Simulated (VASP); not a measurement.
# Ta (P6_3/mmc) in VASP: a series of runs

Ta is run at these levels: PBEsol; tasks: single point.

Program: VASP 6.6.1. These are calculated values, not measurements. Logs are shortened: lines on timing, memory, paths and dates and some standing lists are left out, and cuts for length are marked.

## Step 1: The cell of the first run

It takes space group P6_3/mmc (No. 194, hexagonal). Conventional cell: a = 2.900 Å, b = 2.900 Å, c = 5.166 Å, α = 90.00°, β = 90.00°, γ = 120.00°. Within 3.8 Å of Ta (site symmetry -6m2) lie 12 Ta at 2.90 to 3.08 Å.

This isn't the form of Ta at room conditions, which is bcc.

## Step 2: Single point, PBEsol

INCAR

```
  PREC = Accurate
  ENCUT = 520
  EDIFF = 1E-6
  ISMEAR = 1
  SIGMA = 0.1
  LREAL = F
  LASPH = T
  NELM = 60
  ALGO = Normal
  ISIF = 2
  LWAVE = F
  LCHARG = F
  GGA = PS
  NBANDS = 18
```

KPOINTS

```
Automatic mesh
0
Gamma
  11 11 6
```

POSCAR

```
Ta
1.0
    2.9003700000      0.0000000000      0.0000000000
   -1.4501900000      2.5118000000      0.0000000000
    0.0000000000      0.0000000000      5.1662700000
Ta
2
Direct
    0.6666666667      0.3333333333      0.7500000000
    0.3333333333      0.6666666667      0.2500000000
```

Potentials or basis: VASP PAW PBE potentials, release 64 (Ta_pv).

The run is started by

```
$ cat potpaw_PBE.64/Ta_pv/POTCAR > POTCAR
$ mpirun -np 1 vasp_std > vasp.out
```

OUTCAR:

```text
PREC = Accurate
   ENCUT = 520
   EDIFF = 1E-6
   ISMEAR = 1
   LREAL = F
   LASPH = T
   NELM = 60
   ISIF = 2
   GGA = PS

 ion  position               nearest neighbor table
   1  0.667  0.333  0.750-   2 3.08   2 3.08   2 3.08   2 3.08   2 3.08   2 3.08
   2  0.333  0.667  0.250-   1 3.08   1 3.08   1 3.08   1 3.08   1 3.08   1 3.08

  LATTYP: Found a hexagonal cell.
 ALAT       =     2.9003700000
 C/A-ratio  =     1.7812451515

  Lattice vectors:

 A1 = (   2.9003700000,   0.0000000000,   0.0000000000)
 A2 = (  -1.4501900000,   2.5118000000,   0.0000000000)
 A3 = (   0.0000000000,   0.0000000000,   5.1662700000)

Analysis of symmetry for initial positions (statically):
=====================================================================
 Subroutine PRICEL returns:
 Original cell was already a primitive cell.

 Routine SETGRP: Setting up the symmetry group for a
 hexagonal supercell.

 Subroutine GETGRP returns: Found 24 space group operations
 (whereof 12 operations were pure point group operations)
 out of a pool of 24 trial point group operations.

The static configuration has the point symmetry D_3d.
 The point group associated with its full space group is D_6h.

Analysis of symmetry for dynamics (positions and initial velocities):
=====================================================================
 Subroutine PRICEL returns:
 Original cell was already a primitive cell.

 Routine SETGRP: Setting up the symmetry group for a
 hexagonal supercell.

 Subroutine GETGRP returns: Found 24 space group operations
 (whereof 12 operations were pure point group operations)
 out of a pool of 24 trial point group operations.

The dynamic configuration has the point symmetry D_3d.
 The point group associated with its full space group is D_6h.

 Subroutine INISYM returns: Found 24 space group operations
 (whereof 12 operations are pure point group operations),
 and found     1 'primitive' translations

----------------------------------------------------------------------------------------

                                     Primitive cell

  volume of cell :      37.6370

  direct lattice vectors                    reciprocal lattice vectors
     2.900370000  0.000000000  0.000000000     0.344783597  0.199061121  0.000000000
    -1.450190000  2.511800000  0.000000000     0.000000000  0.398120869  0.000000000
     0.000000000  0.000000000  5.166270000     0.000000000  0.000000000  0.193563248

  length of vectors
     2.900370000  2.900377609  5.166270000     0.398121914  0.398120869  0.193563248

  position of ions in fractional coordinates (direct lattice)
     0.666666667  0.333333333  0.750000000
     0.333333333  0.666666667  0.250000000

  ion indices of the primitive-cell ions
   primitive index   ion index
                 1           1
                 2           2

----------------------------------------------------------------------------------------

 KPOINTS: Automatic mesh

Automatic generation of k-mesh.
 Grid dimensions read from file:
 generate k-points for:   11   11    6

 Generating k-lattice:

  Cartesian coordinates                     Fractional coordinates (reciprocal lattice)
     0.031343963  0.018096466  0.000000000     0.090909091 -0.000000000  0.000000000
     0.000000000  0.036192806  0.000000000     0.000000000  0.090909091  0.000000000
     0.000000000  0.000000000  0.032260541     0.000000000  0.000000000  0.166666667

  Length of vectors
     0.036192901  0.036192806  0.032260541

  Shift w.r.t. Gamma in fractional coordinates (k-lattice)
     0.000000000  0.000000000  0.000000000

 Subroutine IBZKPT returns following result:
 ===========================================

 Found     64 irreducible k-points:

 Following reciprocal coordinates:
            Coordinates               Weight
  0.000000  0.000000  0.000000      1.000000
  0.090909 -0.000000  0.000000      6.000000
  0.181818 -0.000000  0.000000      6.000000
  0.272727 -0.000000  0.000000      6.000000
  0.363636 -0.000000  0.000000      6.000000
  0.454545 -0.000000  0.000000      6.000000
[... 16 lines left out ...]
  0.090909  0.090909  0.166667     12.000000
  0.181818  0.090909  0.166667     24.000000
 [... further k-points ...]
   k-points           NKPTS =     64   k-points in BZ     NKDIM =     64   number of bands    NBANDS=     18
   number of dos      NEDOS =    301   number of ions     NIONS =      2
   total plane-waves  NPLWV =  23040
   dimension x,y,z NGX =    24 NGY =   24 NGZ =   40
   dimension x,y,z NGXF=    48 NGYF=   48 NGZF=   80
   ions per type =               2
   NGX,Y,Z   is equivalent  to a cutoff of  13.76, 13.76, 12.87 a.u.
   NGXF,Y,Z  is equivalent  to a cutoff of  27.51, 27.51, 25.74 a.u.
 SYSTEM =  unknown system
   PREC   = accura    normal or accurate (medium, high low for compatibility)
   ISTART =      0    job   : 0-new  1-cont  2-samecut
   ICHARG =      2    charge: 1-file 2-atom 10-const
   ISPIN  =      1    spin polarized calculation?
   LNONCOLLINEAR =      F non collinear calculations
   LSORBIT =      F    spin-orbit coupling
   LASPH  =      T    aspherical Exc in radial PAW
   ENCUT  =  520.0 eV  38.22 Ry    6.18 a.u.   5.39  5.39  9.61*2*pi/ulx,y,z
   NELM   =     60;   NELMIN=  2; NELMDL= -5     # of ELM steps
   EDIFF  = 0.1E-05   stopping-criterion for ELM
   LREAL  =      F    real-space projection
   EDIFFG = 0.1E-04   stopping-criterion for IOM
   NSW    =      0    number of steps for IOM
   IBRION =     -1    ionic relax: 0-MD 1-quasi-New 2-CG
   NFREE  =      0    steps in history (QN), initial steepest desc. (CG)
   ISIF   =      2    stress and relaxation
   ISYM   =      2    0-nonsym 1-usesym 2-fastsym
   POTIM  = 0.5000    time-step for ionic-motion
   TEBEG  =    0.0;   TEEND  =   0.0 temperature during run
   PSTRESS=    0.0 pullay stress
   NELECT =      22.0000    total number of electrons
   NUPDOWN=      -1.0000    fix difference up-down
   EMIN   =  10.00;   EMAX   =-10.00  energy-range for DOS
   EFERMI =   0.00;   METHOD = LEGACY
   ISMEAR =     1;   SIGMA  =   0.10  broadening in eV -4-tet -1-fermi 0-gaus
   EFERMI_NEDOS =   21; number of points for ismear=-14 and -15
   IALGO  =     38    algorithm
   IMIX   =      4    mixing-type and parameters
     AMIX     =   0.40;   BMIX     =  1.00
     AMIX_MAG =   1.60;   BMIX_MAG =  1.00
  volume/ion in A,a.u.               =      18.82       126.99
  Fermi-wavevector in a.u.,A,eV,Ry     =   1.368812  2.586680 25.492513  1.873647
  Thomas-Fermi vector in A             =   2.494743
   LORBIT       =      0    0 simple, 1 ext, 2 COOP (PROOUT), +10 PAW based schemes
   GGA     = PS    functional components
   LHFCALC =     F    Hartree Fock is set to
   AEXX    =    0.0000 exact exchange contribution
   IVDW    =     0    specifies the selected vdW correction
   LEPSILON=     F    determine dielectric tensor
   LRPA    =     F    only Hartree local field effects (RPA)
 non-spin polarized calculation
 Methfessel and Paxton  Order N= 1 SIGMA  =   0.10
  energy-cutoff  :      520.00
  volume of cell :       37.64
 maximum number of plane-waves:      1045
 NGX is ok and might be reduce to    24
   NGX = 11   NGY = 11   NGZ = 19

 number of electron      22.0000002 magnetization

 Free energy of the ion-electron system (eV)
  ---------------------------------------------------
  ext. energy  EPLUGINS =         0.00000000
  ---------------------------------------------------
  free energy    TOTEN  =       -24.49424489 eV

  energy without entropy =      -24.49556219  energy(sigma->0) =      -24.49468399

 E-fermi :   5.4057     XC(G=0): -12.4926

 val. band max:        5.3921041343   @ k =   0.1818  -0.0000   0.0000
 cond. band min:       5.4068967919   @ k =   0.3636  -0.0000   0.0000
 fundamental gap:      0.0147926577
 Fermi energy:         5.4056560390

 k-point     1 :       0.0000    0.0000    0.0000
  band No.  band energies     occupation
      1     -29.1292      2.00000
      2     -28.3155      2.00000
      3     -28.1858      2.00000
      4     -28.1857      2.00000
      5     -28.1036      2.00000
      6     -28.1035      2.00000
[... 10 lines left out ...]
     17      10.5035      0.00000
     18      10.5035      0.00000

 k-point     2 :       0.0909   -0.0000    0.0000
  band No.  band energies     occupation
      1     -29.1031      2.00000
      2     -28.3185      2.00000
      3     -28.2705      2.00000
      4     -28.2087      2.00000
      5     -28.1901      2.00000
      6     -28.1192      2.00000
[... 10 lines left out ...]
     17      10.6264      0.00000
     18      11.1451      0.00000

 k-point     3 :       0.1818   -0.0000    0.0000
  band No.  band energies     occupation
      1     -29.0295      2.00000
      2     -28.4951      2.00000
      3     -28.4147      2.00000
      4     -28.3297      2.00000
      5     -28.2686      2.00000
      6     -28.1621      2.00000
[... 10 lines left out ...]
     17      10.8164      0.00000
     18      12.4465      0.00000

 k-point     4 :       0.2727   -0.0000    0.0000
  band No.  band energies     occupation
      1     -28.9231      2.00000
      2     -28.7832      2.00000
      3     -28.6941      2.00000
      4     -28.3537      2.00000
      5     -28.3443      2.00000
      6     -28.2195      2.00000
[... 375 lines left out ...]
      4     -28.4416      2.00000
      5     -28.4397      2.00000
      6     -28.3144      2.00000
[... 10 lines left out ...]
     17      11.9003      0.00000
     18      12.4667      0.00000

 k-point    23 :       0.0909    0.0909    0.1667
  band No.  band energies     occupation
      1     -29.0109      2.00000
      2     -28.4205      2.00000
      3     -28.4021      2.00000
      4     -28.3202      2.00000
      5     -28.2329      2.00000
      6     -28.1660      2.00000
[... 10 lines left out ...]
     17      10.5343      0.00000
     18      11.5634      0.00000

 k-point    24 :       0.1818    0.0909    0.1667
  band No.  band energies     occupation
      1     -28.9395      2.00000
      2     -28.6412      2.00000
      3     -28.6094      2.00000
      4     -28.3723      2.00000
      5     -28.3096      2.00000
      6     -28.2319      2.00000
[... 10 lines left out ...]
     17      10.4864      0.00000
     18      12.3026      0.00000

 [... further k-points ...]

------------------------ aborting loop because EDIFF is reached ----------------------------------------

  FORCE on cell =-STRESS in cart. coord.  units (eV):
  Direction    XX          YY          ZZ          XY          YZ          ZX
  --------------------------------------------------------------------------------------
  -------------------------------------------------------------------------------------
  Total       -1.7551081     -1.7551164     -1.5532255      0.0000035      0.0000000      0.0000000
  in kB      -74.7134695    -74.7138205    -66.1194953      0.0001487      0.0000000      0.0000000
  external PRESSURE =     -71.8489284 kB  Pullay stress =       0.0000000 kB

 VOLUME and BASIS-vectors are now :
 -----------------------------------------------------------------------------
  energy-cutoff  :      520.00
  volume of cell :       37.64
      direct lattice vectors                 reciprocal lattice vectors
     2.900370000  0.000000000  0.000000000     0.344783597  0.199061121  0.000000000
    -1.450190000  2.511800000  0.000000000     0.000000000  0.398120869  0.000000000
     0.000000000  0.000000000  5.166270000     0.000000000  0.000000000  0.193563248

 POSITION                                       TOTAL-FORCE (eV/Angst)
 -----------------------------------------------------------------------------------
      1.45018      0.83727      3.87470         0.000000     -0.000000      0.000000
     -0.00000      1.67453      1.29157        -0.000000      0.000000      0.000000
 -----------------------------------------------------------------------------------
    total drift:                               -0.000000      0.000000     -0.000000

  FREE ENERGIE OF THE ION-ELECTRON SYSTEM (eV)
  ---------------------------------------------------
  free  energy   TOTEN  =       -24.4942448899 eV

  energy  without entropy=      -24.4955621903  energy(sigma->0) =      -24.49468399
```

It took 52 s on 1 thread of Intel Xeon 8259CL, shared host; peak memory 0.18 GiB.

Results:

- Free energy: -24.4942 eV
- Pressure: -7.2 GPa
- Band gap on the k mesh: zero (bands 11 and 12 overlap by 2.13 eV)

Levels at points of the mesh, in eV from the Fermi level:
```
           k point  band 8  band 9  band 10  band 11  band 12  band 13  band 14  band 15
(0.00, 0.00, 0.00)   -4.91   -0.57    -0.12     0.59     0.59     1.15     1.15     2.94
(0.00, 0.00, 0.50)   -6.36   -1.18    -1.18     0.64     0.64     0.64     0.64     4.38
```

Caveat: the cell stands under tension; the PAW data sets were made with another functional, which shifts forces and pressure a little; spin-orbit coupling is left out, which moves the levels of the heavy elements.

## Step 3: Single point, PBEsol

INCAR

```
SYSTEM = Ta
ALGO = Normal
EDIFF = 1E-7
ENCUT = 520
GGA = PS
ISIF = 2
ISMEAR = 1
LASPH = .True.
LCHARG = .True.
LELF = .True.
LREAL = .False.
LVHAR = .True.
LWAVE = .False.
NBANDS = 18
NELM = 80
PREC = Accurate
SIGMA = 0.05
```

KPOINTS

```
k-points
0
Gamma
  11 11 6
  0 0 0
```

POSCAR is that of step 2.

Potentials or basis: VASP PAW PBE potentials, release 64 (Ta_pv).

The run is started by

```
$ cat potpaw_PBE.64/Ta_pv/POTCAR > POTCAR
$ mpirun -np 1 vasp_std > vasp.out
```

It took 55 s on 1 thread of Intel Xeon 8259CL, shared host; peak memory 0.18 GiB.

The run converged. Its results:

- Free energy: -24.4947 eV
- Pressure: -7.2 GPa
- Band gap on the k mesh: zero (bands 11 and 12 overlap by 2.13 eV)

Stress tensor (GPa, compression positive):
```
-7.50  0.00  0.00
 0.00 -7.50  0.00
 0.00  0.00 -6.61
```

Levels at points of the mesh, in eV from the Fermi level:
| k point | band 8 | band 9 | band 10 | band 11 | band 12 | band 13 | band 14 | band 15 |
| --- | --- | --- | --- | --- | --- | --- | --- | --- |
| (0.00, 0.00, 0.00) | -4.90 | -0.57 | -0.11 | 0.60 | 0.60 | 1.16 | 1.16 | 2.95 |
| (0.00, 0.00, 0.50) | -6.35 | -1.18 | -1.18 | 0.65 | 0.65 | 0.65 | 0.65 | 4.38 |

Caveat: the cell stands under tension; the PAW data sets were made with another functional, which shifts forces and pressure a little; spin-orbit coupling is left out, which moves the levels of the heavy elements.
